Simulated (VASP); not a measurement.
Set up this calculation in VASP 6.6.1, as the native input.

| Property | Result |
| --- | --- |
| Task | single point |
| Functional | PBE |
| Potentials or basis | VASP PAW PBE potentials, release 64 (Cu_sv_GW) |
| Cutoff | 820 eV |
| k mesh | 4 × 4 × 4 |
| Occupations | fermi-dirac, width 0.15 eV |
| Spin | no spin polarisation |
| Dipole correction | no |
| Further INCAR settings | ALGO = Normal; EDIFF = 1e-06; NBANDS = 16 |

The structure of Cu lies in POSCAR:

```
Cu
1.0
    0.0000000000      1.8171000000      1.8171000000
    1.8171000000      0.0000000000      1.8171000000
    1.8171000000      1.8171000000      0.0000000000
Cu
1
Direct
    0.0000000000      0.0000000000      0.0000000000
```

One way to write it, as run:

INCAR

```
PREC = Accurate
ENCUT = 820
EDIFF = 1E-6
ISMEAR = -1
SIGMA = 0.15
LREAL = F
LASPH = T
NELM = 120
ALGO = Normal
ISIF = 2
LWAVE = F
LCHARG = F
GGA = PE
NBANDS = 16
GGA_COMPAT = F
```

KPOINTS

```
Automatic mesh
0
Gamma
  4 4 4
```

Potentials or basis: VASP PAW PBE potentials, release 64 (Cu_sv_GW).

Command:

```console
$ cat potpaw_PBE.64/Cu_sv_GW/POTCAR > POTCAR
$ mpirun -np 1 vasp_std > vasp.out
```

It gave:

| Quantity | Value |
| --- | --- |
| Pressure | -0.5 GPa |
| Band gap on the k mesh | zero (an odd number of electrons rules out a gap without spin polarisation) |

Caveat: the k points lie up to 0.75 Å⁻¹ apart, too coarse for converged energies and pressures of a metal.

Run time: 3 s on 1 thread of Intel(R) Xeon(R) 6975P-C (Granite Rapids), on a shared host, peak memory 0.14 GiB.
